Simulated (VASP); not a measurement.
MgSi3N2: single point with PBE

Crystal: MgSi3N2.

```xyz
6
Lattice="5.0269 0.0000 0.0000 -2.5134 4.3534 0.0000 0.0000 0.0000 3.5307" Properties=species:S:1:pos:R:3 pbc="T T T"
Mg    0.0000    0.0000    3.1382
Si    1.2567    2.1767    1.6224
Si    2.5134    0.0000    1.6224
Si   -1.2567    2.1767    1.6224
N     2.5134    1.4511    3.4006
N     0.0000    2.9023    3.4006
```

The cell was generated, and may not be a known phase.

```
Program                : VASP 6.6.1
Task                   : single point
Functional             : PBE
Potentials or basis    : VASP PAW PBE potentials, release 64 (Mg, Si, N)
Cutoff                 : 520 eV
k mesh                 : 6 × 6 × 6
Occupations            : gaussian, width 0.1 eV
Spin                   : no spin polarisation
Dipole correction      : no
Further INCAR settings : ALGO = Normal; EDIFF = 1e-06; NBANDS = 21
```

```json
{
 "Pressure": "-6.0 GPa",
 "Largest force": "0.367 eV/Å",
 "Band gap on the k mesh": "zero (bands 12 and 13 overlap by 2.50 eV)"
}
```

Forces on the atoms (eV/Å):
```
Mg   0.000  0.000  0.204
Si   0.000  0.000 -0.313
Si   0.000  0.000 -0.313
Si   0.000  0.000 -0.313
N    0.000  0.000  0.367
N    0.000  0.000  0.367
```

Stress tensor (GPa, compression positive):
```
 -1.89   0.00   0.00
  0.00  -1.89   0.00
  0.00   0.00 -14.32
```

Levels at points of the mesh, in eV from the Fermi level:
| k point | band 10 | band 11 | band 12 | band 13 | band 14 | band 15 |
| --- | --- | --- | --- | --- | --- | --- |
| (0.00, 0.00, 0.00) | -2.63 | -1.46 | 0.46 | 0.46 | 1.32 | 1.32 |
| (0.50, 0.00, 0.00) | -3.05 | -2.11 | -0.56 | 2.13 | 2.69 | 2.78 |
| (0.00, 0.00, 0.50) | -3.23 | -2.88 | -2.88 | -1.52 | -0.65 | 3.73 |
| (0.50, 0.00, 0.50) | -1.88 | -0.81 | 0.80 | 1.46 | 1.52 | 2.45 |

It took 45 s on 1 thread of Intel(R) Xeon(R) Platinum 8259CL CPU @ 2.50GHz (Skylake/Cascade Lake), on a shared host, peak memory 0.22 GiB.

Caveat: the stress differs along the axes, from -14 to -2 GPa.
